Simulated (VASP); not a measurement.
Write the native input for VASP 6.6.1 that does the following.

| Quantity | Value |
| --- | --- |
| Task | single point |
| Functional | PBEsol |
| Potentials or basis | VASP PAW PBE potentials, release 64 (Cd, Se) |
| Cutoff | 520 eV |
| k mesh | 6 × 6 × 6 |
| Occupations | gaussian, width 0.01 eV |
| Spin | no spin polarisation |
| Dipole correction | no |
| Further INCAR settings | ALGO = Normal; EDIFF = 1e-06; NBANDS = 16 |

The structure of CdSe lies in POSCAR:

```
CdSe
1.0
    0.0000000000      3.1106741386      3.1106741386
    3.1106741386      0.0000000000      3.1106741386
    3.1106741386      3.1106741386      0.0000000000
Cd Se
1 1
Direct
    0.0000000000      0.0000000000      0.0000000000
    0.7500000000      0.7500000000      0.7500000000
```

One way to write it, as run:

INCAR

```
SYSTEM = CdSe
PREC = Accurate
ENCUT = 520
EDIFF = 1E-6
ISMEAR = 0
SIGMA = 0.01
LREAL = .FALSE.
LASPH = .TRUE.
NELM = 100
ALGO = Normal
ISIF = 2
LWAVE = .FALSE.
LCHARG = .FALSE.
GGA = PS
NBANDS = 16
```

KPOINTS

```
Automatic mesh
0
G
  6 6 6
  0 0 0
```

Potentials or basis: VASP PAW PBE potentials, release 64 (Cd, Se).

Launch:

```console
$ cat potpaw_PBE.64/Cd/POTCAR potpaw_PBE.64/Se/POTCAR > POTCAR
$ mpirun -np 1 vasp_std > vasp.out
```

Results of the run:

```yaml
Pressure: -2.8 GPa
Band_gap_on_the_k_mesh: 0.35 eV, direct
```

Caveat: the PAW data sets were made with another functional, which shifts forces and pressure a little.

Run time: 39 s on 1 thread of AMD EPYC 7R13 Processor (Zen 3), on a shared host, peak memory 0.17 GiB.
